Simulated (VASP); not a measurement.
A run of VASP 6.6.1 is set up as follows.

INCAR

```
PREC = Accurate
ENCUT = 520
EDIFF = 1E-6
ISMEAR = -1
SIGMA = 0.1
LREAL = False
LASPH = True
NELM = 60
ALGO = Normal
ISIF = 2
LWAVE = False
LCHARG = False
GGA = B5
ALDAX = 1.0
AGGAX = 1.0
AGGAC = 1.0
ALDAC = 0.0
NBANDS = 18
```

Contents of KPOINTS:

```
Automatic mesh
0
Gamma
  11 11 11
```

POSCAR

```
Cu
1.0
    0.0000000000      2.8061666699      2.8061666699
    2.8061666699      0.0000000000      2.8061666699
    2.8061666699      2.8061666699      0.0000000000
Cu
2
Direct
    0.1250000000      0.1250000000      0.1250000000
    0.8750000000      0.8750000000      0.8750000000
```

Potentials or basis: VASP PAW PBE potentials, release 64 (Cu).

The run is started by

```sh
$ cat potpaw_PBE.64/Cu/POTCAR > POTCAR
$ mpirun -np 1 vasp_std > vasp.out
```

Question: Estimate the band gap on the k mesh.

Answer: Zero (band 11 reaches 2.37 eV, above the bottom of band 12 at 1.76 eV).

Question: Estimate the pressure.

Answer: -2.6 GPa.

Caveat: the PAW data sets were made with another functional, which shifts forces and pressure a little.
